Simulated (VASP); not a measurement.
The system is Al3BiO3.

```
Al Bi O
1.0
     3.39584   -3.28513    0.00000
     3.39584    3.28513    0.00000
    -3.21744    0.00000    4.55874
Al Bi O
3 1 3
Direct
  0.64266 0.64266 0.11808
  0.75601 0.31486 0.51983
  0.31486 0.75601 0.51983
  0.06051 0.06051 0.00241
  0.41104 0.94206 0.29988
  0.94206 0.41104 0.29988
  0.69872 0.69872 0.81219
```

```yaml
Program: VASP 6.6.1
Task: relaxation of cell and atoms
Functional: PBE
Potentials_or_basis: VASP PAW PBE potentials, release 64 (Al, Bi_d, O)
Cutoff: 600 eV
k_mesh: 3 × 3 × 3
Occupations: gaussian, width 0.15 eV
Spin: no spin polarisation
```

At the start: pressure 16.9 GPa; volume 14.53 Å³/atom.

Q: Where does the relaxation end?

A: Over 18 steps the energy falls by 1130.3 meV/atom and the volume is 15.32 Å³/atom (+5.5 %); space group Cm (No. 8, to 0.05 Å).

Step by step:
```tsv
step	energy change (eV)	largest force (eV/Å)	pressure (GPa)	volume (Å³)
1	0.0000	7.6781	16.90	101.71
2	-3.7711	2.8555	-11.71	125.84
3	-3.8084	2.7308	-12.51	127.60
4	-6.4636	2.0538	-1.83	111.85
5	-6.6534	2.5561	4.54	107.03
6	-7.3946	2.2067	6.64	104.86
7	-7.4527	2.0345	5.38	105.35
8	-7.6945	0.9721	-2.98	112.92
9	-7.7416	0.8122	-1.02	110.62
10	-7.8124	0.5354	-0.38	109.82
11	-7.8242	0.4173	0.13	109.31
12	-7.8587	0.2473	-0.25	109.14
13	-7.8702	0.2043	-0.59	108.96
14	-7.8974	0.1157	0.22	107.63
15	-7.9034	0.1397	0.84	106.68
16	-7.9085	0.1503	-0.61	107.80
17	-7.9103	0.1092	-0.14	107.43
18	-7.9121	0.0450	0.00	107.27
```

Final structure:
```xyz
7
Lattice="3.0913 -3.6843 0.3505 3.0913 3.6843 0.3505 -2.4967 0.0000 4.4262" Properties=species:S:1:pos:R:3 pbc="T T T"
Al    3.5157    0.0000    0.8804
Al    1.9303   -1.6692    2.7975
Al    1.9303    1.6692    2.7975
Bi   -1.5509    0.0000    4.2940
O     3.6224    1.4066    2.0713
O     3.6224   -1.4066    2.0713
O     1.6647    0.0000    3.5807
```

Caveat: the k points lie up to 0.46 Å⁻¹ apart in the final cell; the relaxation stopped at a loose force limit of 0.08 eV/Å, so its end isn't a converged minimum.
